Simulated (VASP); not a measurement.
# BN in VASP: a series of runs

BN is run at these levels: LDA; tasks: electric field gradients.

Program: VASP 6.6.1. These are calculated values, not measurements. Logs are shortened: lines on timing, memory, paths and dates and some standing lists are left out, and cuts for length are marked.

## Step 1: The cell of the first run

The structure is trigonal, space group R3m (No. 160). The conventional cell has a = 2.531 Å, b = 2.531 Å, c = 6.387 Å, α = 90.00°, β = 90.00°, γ = 120.00°. B (site symmetry 3m) has 4 N at 1.55 to 1.60 Å within 2.1 Å. Within 2.1 Å of N (site symmetry 3m) lie 4 B at 1.55 to 1.60 Å.

## Step 2: Electric field gradients, LDA (equal xy, yz and zx shear strains of +2 %)

Input file INCAR:

```
SYSTEM = BN
PREC = Accurate
ENCUT = 520
EDIFF = 1E-8
ISMEAR = -1
SIGMA = 0.02
LREAL = .FALSE.
LASPH = .TRUE.
NELM = 80
ALGO = Normal
ISIF = 2
LWAVE = .FALSE.
LCHARG = .FALSE.
GGA = CA
LEFG = .TRUE.
NBANDS = 11
```

Input file KPOINTS:

```
Automatic mesh
0
G
  11 11 11
  0 0 0
```

Input file POSCAR:

```
BN
1.0
    0.0361500000      1.8255750000      1.8255750000
    1.8255750000      0.0361500000      1.8255750000
    1.8255750000      1.8255750000      0.0361500000
B N
1 1
Direct
    0.0000000000      0.0000000000      0.0000000000
    0.7500000000      0.7500000000      0.7500000000
```

Potentials or basis: VASP PAW LDA potentials, release 64 (B, N).

Run with:

```console
$ cat potpaw_LDA.64/B/POTCAR potpaw_LDA.64/N/POTCAR > POTCAR
$ mpirun -np 1 vasp_std > vasp.out
```

OUTCAR:

```text
SYSTEM = BN
   PREC = Accurate
   ENCUT = 520
   EDIFF = 1E-8
   ISMEAR = -1
   LREAL = .FALSE.
   LASPH = .TRUE.
   NELM = 80
   ISIF = 2
   GGA = CA

 ion  position               nearest neighbor table
   1  0.000  0.000  0.000-   2 1.55   2 1.55   2 1.55   2 1.60
   2  0.750  0.750  0.750-   1 1.55   1 1.55   1 1.55   1 1.60

  LATTYP: Found a trigonal (rhomboedric) cell.
 ALAT       =     2.5820059999
 COS(alpha) =     0.5197000882

  Lattice vectors:

 A1 = (   0.0361500000,   1.8255750000,   1.8255750000)
 A2 = (   1.8255750000,   0.0361500000,   1.8255750000)
 A3 = (   1.8255750000,   1.8255750000,   0.0361500000)

Analysis of symmetry for initial positions (statically):
=====================================================================
 Subroutine PRICEL returns:
 Original cell was already a primitive cell.

 Routine SETGRP: Setting up the symmetry group for a
 trigonal (rhombohedral) supercell.

 Subroutine GETGRP returns: Found  6 space group operations
 (whereof  6 operations were pure point group operations)
 out of a pool of 12 trial point group operations.

The static configuration has the point symmetry C_3v.

Analysis of symmetry for dynamics (positions and initial velocities):
=====================================================================
 Subroutine PRICEL returns:
 Original cell was already a primitive cell.

 Routine SETGRP: Setting up the symmetry group for a
 trigonal (rhombohedral) supercell.

 Subroutine GETGRP returns: Found  6 space group operations
 (whereof  6 operations were pure point group operations)
 out of a pool of 12 trial point group operations.

The dynamic configuration has the point symmetry C_3v.

 Subroutine INISYM returns: Found  6 space group operations
 (whereof  6 operations are pure point group operations),
 and found     1 'primitive' translations

----------------------------------------------------------------------------------------

                                     Primitive cell

  volume of cell :      11.8069

  direct lattice vectors                    reciprocal lattice vectors
[... 128 lines left out ...]
  ext. energy  EPLUGINS =         0.00000000
  ---------------------------------------------------
  free energy    TOTEN  =       -19.38536926 eV

  energy without entropy =      -19.38536926  energy(sigma->0) =      -19.38536926

 E-fermi :   7.9239     XC(G=0): -13.1057

 val. band max:        7.4374333004   @ k =   0.0000   0.0000   0.0000
 cond. band min:      11.8192109367   @ k =   0.4545   0.4545  -0.0000
 fundamental gap:      4.3817776364
 Fermi energy:         7.9239161440

 k-point     1 :       0.0000    0.0000    0.0000
  band No.  band energies     occupation
      1     -12.6831      2.00000
      2       7.2970      2.00000
      3       7.4374      2.00000
      4       7.4374      2.00000
      5      15.3603      0.00000
      6      16.3488      0.00000
      7      16.3488      0.00000
      8      18.0441      0.00000
      9      31.8839      0.00000
     10      35.1707      0.00000
     11      35.1985      0.00000
[... 309 lines left out ...]
 k-point    24 :      -0.1818    0.1818    0.0000
  band No.  band energies     occupation
      1     -10.5633      2.00000
      2       1.8816      2.00000
      3       3.6708      2.00000
      4       6.3091      2.00000
      5      17.2074      0.00000
      6      18.0931      0.00000
      7      18.3375      0.00000
      8      20.9868      0.00000
      9      28.1849      0.00000
     10      29.5060      0.00000
     11      34.2104      0.00000

 [... further k-points ...]
[... 5 lines left out ...]
  --------------------------------------------------------------------------------------
  -------------------------------------------------------------------------------------
  Total       -0.7043706     -0.7043706     -0.7043706     -0.6467947     -0.6467947     -0.6467947
  in kB      -95.5820421    -95.5820421    -95.5820421    -87.7690887    -87.7690887    -87.7690887
  external PRESSURE =     -95.5820421 kB  Pullay stress =       0.0000000 kB

 VOLUME and BASIS-vectors are now :
 -----------------------------------------------------------------------------
  energy-cutoff  :      520.00
  volume of cell :       11.81
      direct lattice vectors                 reciprocal lattice vectors
     0.036150000  1.825575000  1.825575000    -0.282158772  0.276679961  0.276679961
     1.825575000  0.036150000  1.825575000     0.276679961 -0.282158772  0.276679961
     1.825575000  1.825575000  0.036150000     0.276679961  0.276679961 -0.282158772

 POSITION                                       TOTAL-FORCE (eV/Angst)
 -----------------------------------------------------------------------------------
      0.00000      0.00000      0.00000        -0.005644     -0.005644     -0.005644
      2.76548      2.76548      2.76547         0.005644      0.005644      0.005644
 -----------------------------------------------------------------------------------
    total drift:                                0.000026      0.000026      0.000026

  FREE ENERGIE OF THE ION-ELECTRON SYSTEM (eV)
  ---------------------------------------------------
  free  energy   TOTEN  =       -19.3853692612 eV

  energy  without entropy=      -19.3853692612  energy(sigma->0) =      -19.38536926

 Electric field gradients (V/A^2)
---------------------------------------------------------------------
 ion       V_xx      V_yy      V_zz      V_xy      V_xz      V_yz
---------------------------------------------------------------------
   1       0.000    -0.000     0.000     1.235     1.235     1.235
   2       0.000     0.000     0.000     3.284     3.284     3.284
---------------------------------------------------------------------

 Electric field gradients after diagonalization (V/A^2)
 (convention: |V_zz| > |V_xx| > |V_yy|)
----------------------------------------------------------------------
 ion       V_xx      V_yy      V_zz     asymmetry (V_yy - V_xx)/ V_zz
----------------------------------------------------------------------
   1      -1.235    -1.235     2.469       0.000
   2      -3.284    -3.284     6.568       0.000
----------------------------------------------------------------------

           NMR quadrupolar parameters

 Cq : quadrupolar parameter    Cq=e*Q*V_zz/h
 eta: asymmetry parameters     (V_yy - V_xx)/ V_zz
 Q  : nuclear electric quadrupole moment in mb (millibarn)
----------------------------------------------------------------------
 ion       Cq(MHz)       eta       Q (mb)
----------------------------------------------------------------------
   1       0.006       0.000       1.000
   2       0.016       0.000       1.000
----------------------------------------------------------------------
```

It took 6.9 s on 1 thread of Intel Xeon 6975P-C (Granite Rapids), shared host; peak memory 0.12 GiB.

Results:

```yaml
Free_energy: -19.3854 eV
Pressure: -9.6 GPa
Largest_force: 0.010 eV/Å
Band_gap_on_the_k_mesh: 4.38 eV, indirect (least direct gap 7.92 eV)
```

Forces in eV/Å, atoms in the order of the input:
```
B   -0.006 -0.006 -0.006
N    0.006  0.006  0.006
```

Levels at points of the mesh, in eV from the valence-band top:
```csv
k point,band 2,band 3,band 4,band 5,band 6,band 7
"(0.00, 0.00, 0.00)",-0.14,0.00,0.00,7.92,8.91,8.91
```

Electric field gradients, principal values (V/Å²):
```
atom   least  middle  greatest (by size)
 1 B  -1.235  -1.235               2.469
 2 N  -3.284  -3.284               6.568
```

Caveat: the cell differs from its parent crystal (equal xy, yz and zx shear strains of +2 %); without QUAD_EFG the Cq values of the log hold for a quadrupole moment of 1 mb, not for the nuclei.

## Step 3: Electric field gradients, LDA (equal xy, yz and zx shear strains of +2 %)

Input file INCAR:

```
  ALGO = Normal
  EDIFF = 1E-8
  ENCUT = 520
  GGA = CA
  ISIF = 2
  ISMEAR = -1
  LASPH = True
  LCHARG = False
  LEFG = True
  LREAL = False
  LWAVE = False
  NBANDS = 11
  NELM = 100
  PREC = Accurate
  SIGMA = 0.02
```

Input file KPOINTS:

```
k-points
0
Gamma
  11 11 11
```

POSCAR is that of step 2.

Potentials or basis: VASP PAW LDA potentials, release 64 (B, N).

Run with:

```console
$ cat potpaw_LDA.64/B/POTCAR potpaw_LDA.64/N/POTCAR > POTCAR
$ mpirun -np 1 vasp_std > vasp.out
```

OUTCAR:

```text
EDIFF = 1E-8
   ENCUT = 520
   GGA = CA
   ISIF = 2
   ISMEAR = -1
   LASPH = True
   LREAL = False
   NELM = 100
   PREC = Accurate

 ion  position               nearest neighbor table
   1  0.000  0.000  0.000-   2 1.55   2 1.55   2 1.55   2 1.60
   2  0.750  0.750  0.750-   1 1.55   1 1.55   1 1.55   1 1.60

  LATTYP: Found a trigonal (rhomboedric) cell.
 ALAT       =     2.5820059999
 COS(alpha) =     0.5197000882

  Lattice vectors:

 A1 = (   0.0361500000,   1.8255750000,   1.8255750000)
 A2 = (   1.8255750000,   0.0361500000,   1.8255750000)
 A3 = (   1.8255750000,   1.8255750000,   0.0361500000)

Analysis of symmetry for initial positions (statically):
=====================================================================
 Subroutine PRICEL returns:
 Original cell was already a primitive cell.

 Routine SETGRP: Setting up the symmetry group for a
 trigonal (rhombohedral) supercell.

 Subroutine GETGRP returns: Found  6 space group operations
 (whereof  6 operations were pure point group operations)
 out of a pool of 12 trial point group operations.

The static configuration has the point symmetry C_3v.

Analysis of symmetry for dynamics (positions and initial velocities):
=====================================================================
 Subroutine PRICEL returns:
 Original cell was already a primitive cell.

 Routine SETGRP: Setting up the symmetry group for a
 trigonal (rhombohedral) supercell.

 Subroutine GETGRP returns: Found  6 space group operations
 (whereof  6 operations were pure point group operations)
 out of a pool of 12 trial point group operations.

The dynamic configuration has the point symmetry C_3v.

 Subroutine INISYM returns: Found  6 space group operations
 (whereof  6 operations are pure point group operations),
 and found     1 'primitive' translations

----------------------------------------------------------------------------------------

                                     Primitive cell

  volume of cell :      11.8069

  direct lattice vectors                    reciprocal lattice vectors
     0.036150000  1.825575000  1.825575000    -0.282158772  0.276679961  0.276679961
     1.825575000  0.036150000  1.825575000     0.276679961 -0.282158772  0.276679961
     1.825575000  1.825575000  0.036150000     0.276679961  0.276679961 -0.282158772

  length of vectors
     2.582006000  2.582006000  2.582006000     0.482407685  0.482407685  0.482407685

  position of ions in fractional coordinates (direct lattice)
     0.000000000  0.000000000  0.000000000
     0.750000000  0.750000000  0.750000000

  ion indices of the primitive-cell ions
   primitive index   ion index
                 1           1
                 2           2

----------------------------------------------------------------------------------------

 KPOINTS: k-points

Automatic generation of k-mesh.
 Grid dimensions read from file:
 generate k-points for:   11   11   11

 Generating k-lattice:

  Cartesian coordinates                     Fractional coordinates (reciprocal lattice)
[... 72 lines left out ...]
   NUPDOWN=      -1.0000    fix difference up-down
   EMIN   =  10.00;   EMAX   =-10.00  energy-range for DOS
   EFERMI =   0.00;   METHOD = LEGACY
   ISMEAR =    -1;   SIGMA  =   0.02  broadening in eV -4-tet -1-fermi 0-gaus
   EFERMI_NEDOS =   21; number of points for ismear=-14 and -15
   IALGO  =     38    algorithm
   IMIX   =      4    mixing-type and parameters
     AMIX     =   0.40;   BMIX     =  1.00
     AMIX_MAG =   1.60;   BMIX_MAG =  1.00
  volume/ion in A,a.u.               =       5.90        39.84
  Fermi-wavevector in a.u.,A,eV,Ry     =   1.437892  2.717222 28.130509  2.067534
  Thomas-Fermi vector in A             =   2.556920
   LORBIT       =      0    0 simple, 1 ext, 2 COOP (PROOUT), +10 PAW based schemes
   GGA     = CA    functional components
   LHFCALC =     F    Hartree Fock is set to
   AEXX    =    0.0000 exact exchange contribution
   IVDW    =     0    specifies the selected vdW correction
   LEPSILON=     F    determine dielectric tensor
   LRPA    =     F    only Hartree local field effects (RPA)
 non-spin polarized calculation
  energy-cutoff  :      520.00
  volume of cell :       11.81
 maximum number of plane-waves:       331
   NGX =  9   NGY =  9   NGZ =  9

 number of electron       8.0000000 magnetization

 Free energy of the ion-electron system (eV)
  ---------------------------------------------------
  ext. energy  EPLUGINS =         0.00000000
  ---------------------------------------------------
  free energy    TOTEN  =       -19.38536926 eV

  energy without entropy =      -19.38536926  energy(sigma->0) =      -19.38536926

 E-fermi :   7.9239     XC(G=0): -13.1057

 val. band max:        7.4374333004   @ k =   0.0000   0.0000   0.0000
 cond. band min:      11.8192109367   @ k =   0.4545   0.4545  -0.0000
 fundamental gap:      4.3817776364
 Fermi energy:         7.9239161440

 k-point     1 :       0.0000    0.0000    0.0000
  band No.  band energies     occupation
      1     -12.6831      2.00000
      2       7.2970      2.00000
      3       7.4374      2.00000
      4       7.4374      2.00000
      5      15.3603      0.00000
      6      16.3488      0.00000
      7      16.3488      0.00000
      8      18.0441      0.00000
      9      31.8839      0.00000
     10      35.1707      0.00000
     11      35.1985      0.00000
[... 309 lines left out ...]
 k-point    24 :      -0.1818    0.1818    0.0000
  band No.  band energies     occupation
      1     -10.5633      2.00000
      2       1.8816      2.00000
      3       3.6708      2.00000
      4       6.3091      2.00000
      5      17.2074      0.00000
      6      18.0931      0.00000
      7      18.3375      0.00000
      8      20.9868      0.00000
      9      28.1849      0.00000
     10      29.5060      0.00000
     11      34.2104      0.00000

 [... further k-points ...]
[... 5 lines left out ...]
  --------------------------------------------------------------------------------------
  -------------------------------------------------------------------------------------
  Total       -0.7043706     -0.7043706     -0.7043706     -0.6467947     -0.6467947     -0.6467947
  in kB      -95.5820421    -95.5820421    -95.5820421    -87.7690887    -87.7690887    -87.7690887
  external PRESSURE =     -95.5820421 kB  Pullay stress =       0.0000000 kB

 VOLUME and BASIS-vectors are now :
 -----------------------------------------------------------------------------
  energy-cutoff  :      520.00
  volume of cell :       11.81
      direct lattice vectors                 reciprocal lattice vectors
     0.036150000  1.825575000  1.825575000    -0.282158772  0.276679961  0.276679961
     1.825575000  0.036150000  1.825575000     0.276679961 -0.282158772  0.276679961
     1.825575000  1.825575000  0.036150000     0.276679961  0.276679961 -0.282158772

 POSITION                                       TOTAL-FORCE (eV/Angst)
 -----------------------------------------------------------------------------------
      0.00000      0.00000      0.00000        -0.005644     -0.005644     -0.005644
      2.76548      2.76548      2.76547         0.005644      0.005644      0.005644
 -----------------------------------------------------------------------------------
    total drift:                                0.000026      0.000026      0.000026

  FREE ENERGIE OF THE ION-ELECTRON SYSTEM (eV)
  ---------------------------------------------------
  free  energy   TOTEN  =       -19.3853692612 eV

  energy  without entropy=      -19.3853692612  energy(sigma->0) =      -19.38536926

 Electric field gradients (V/A^2)
---------------------------------------------------------------------
 ion       V_xx      V_yy      V_zz      V_xy      V_xz      V_yz
---------------------------------------------------------------------
   1       0.000    -0.000     0.000     1.235     1.235     1.235
   2       0.000     0.000     0.000     3.284     3.284     3.284
---------------------------------------------------------------------

 Electric field gradients after diagonalization (V/A^2)
 (convention: |V_zz| > |V_xx| > |V_yy|)
----------------------------------------------------------------------
 ion       V_xx      V_yy      V_zz     asymmetry (V_yy - V_xx)/ V_zz
----------------------------------------------------------------------
   1      -1.235    -1.235     2.469       0.000
   2      -3.284    -3.284     6.568       0.000
----------------------------------------------------------------------

           NMR quadrupolar parameters

 Cq : quadrupolar parameter    Cq=e*Q*V_zz/h
 eta: asymmetry parameters     (V_yy - V_xx)/ V_zz
 Q  : nuclear electric quadrupole moment in mb (millibarn)
----------------------------------------------------------------------
 ion       Cq(MHz)       eta       Q (mb)
----------------------------------------------------------------------
   1       0.006       0.000       1.000
   2       0.016       0.000       1.000
----------------------------------------------------------------------
```

stdout:

```text
POSCAR found type information on POSCAR B N
 POSCAR found :  2 types and       2 ions
 scaLAPACK will be used
 LDA part: xc-table for (Slater(with rela. corr.)+CA(PZ))
 , standard interpolation
 POSCAR, INCAR and KPOINTS ok, starting setup
 FFT: planning ... GRIDC
 FFT: planning ... GRID_SOFT
 FFT: planning ... GRID
 WAVECAR not read
 entering main loop
ion   1

ion   2
```

Wall time 7.1 s (1 thread of Intel Xeon 6975P-C (Granite Rapids), shared host); peak memory 0.12 GiB.

Results:

| Quantity | Value |
| --- | --- |
| Free energy | -19.3854 eV |
| Pressure | -9.6 GPa |
| Largest force | 0.010 eV/Å |
| Band gap on the k mesh | 4.38 eV, indirect (least direct gap 7.92 eV) |

Forces in eV/Å, atoms in the order of the input:
```
B   -0.006 -0.006 -0.006
N    0.006  0.006  0.006
```

Stress tensor (GPa, compression positive):
```
-9.56 -8.78 -8.78
-8.78 -9.56 -8.78
-8.78 -8.78 -9.56
```

Electric field gradients, principal values (V/Å²):
```
atom   least  middle  greatest (by size)
 1 B  -1.235  -1.235               2.469
 2 N  -3.284  -3.284               6.568
```

Caveat: the cell differs from its parent crystal (equal xy, yz and zx shear strains of +2 %); without QUAD_EFG the Cq values of the log hold for a quadrupole moment of 1 mb, not for the nuclei. A k mesh can miss the band edges.

[end of part 1 of 2]
